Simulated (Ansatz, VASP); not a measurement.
Two plane-wave programs on SnO2

File INCAR:

```
ALGO = Normal ; EDIFF = 1E-7
ENCUT = 520 ; GGA = PS
ISIF = 2 ; ISMEAR = 0
LASPH = True ; LCHARG = True
LELF = True ; LREAL = False
LVHAR = True ; LWAVE = False
NBANDS = 35 ; NELM = 80
PREC = Accurate ; SIGMA = 0.05
```

Contents of KPOINTS:

```
k-points
0
Gamma
  6 6 8
```

POSCAR

```
SnO2
1.0
    4.8083047542      0.0000000000      0.0000000000
    0.0000000000      4.8083047542      0.0000000000
    0.0000000000      0.0000000000      3.2380235508
Sn O
2 4
Direct
    0.0000000000      0.0000000000      0.0000000000
    0.5000000000      0.5000000000      0.5000000000
    0.2471788033      0.3654173315      0.0000000000
    0.2528211967      0.8654173315      0.5000000000
    0.7528211967      0.6345826685      0.0000000000
    0.7471788033      0.1345826685      0.5000000000
```

Input for Ansatz:

```yaml
crystal:
  lattice:
    - [4.8083047542, 0.0, 0.0]
    - [0.0, 4.8083047542, 0.0]
    - [0.0, 0.0, 3.2380235508]
  atoms:
    - { symbol: Sn, position: [0.0, 0.0, 0.0] }
    - { symbol: Sn, position: [0.5, 0.5, 0.5] }
    - { symbol: O, position: [0.2471788033, 0.3654173315, 0.0] }
    - { symbol: O, position: [0.2528211967, 0.8654173315, 0.5] }
    - { symbol: O, position: [0.7528211967, 0.6345826685, 0.0] }
    - { symbol: O, position: [0.7471788033, 0.1345826685, 0.5] }
basis:
  ecutwfc: 520.0
kpoints:
  mp_grid: { grid: [6, 6, 8] }
hamiltonian:
  xc: pbesol
  pseudopotentials: { kind: paw, azcp: { folder: soft_1 } }
scf:
  occupations: { method: gaussian, width: 0.05 }
output:
  forces: true
  stress: true
  eigenvalues: true
```

Change from the starting cell: mode 4 frozen in at -0.399 Å, equal normal strain along x, y and z +0.0083.

Alike in both runs: task single point; functional PBEsol; k mesh 6 × 6 × 8; occupations gaussian, width 0.05 eV; no spin polarisation.

```csv
,VASP,Ansatz
version,VASP 6.6.1,Ansatz 0.2.0
potentials or method,"VASP PAW PBE potentials, release 64 (Sn_d, O), cutoff 520 eV","scalar-relativistic, plane waves, PAW"
valence electrons in the cell,52,52
```

|  | VASP | Ansatz | Ansatz less VASP |
| --- | --- | --- | --- |
| gap on the k mesh at the Fermi level (eV) | 0.94 | 0.95 | +0.009 |
| least direct gap on the mesh (eV) | 1.01 | 1.01 | +0.007 |
| pressure (GPa) | -9.3 | -9.9 | -0.57 |
| traceless stress, the component that is largest in VASP (GPa) | 2.01 | 2.15 | +0.140 |
| rms of the force components (eV/Å) | 0.424 | 0.433 | +0.0089 |

VASP's potentials were made for PBE, not for PBEsol, and Ansatz warns of the same on its side. Atom by atom the forces differ by 0.009 eV/Å (rms over components). The functional is the same, so the differences come from potentials, cutoffs and numerics.
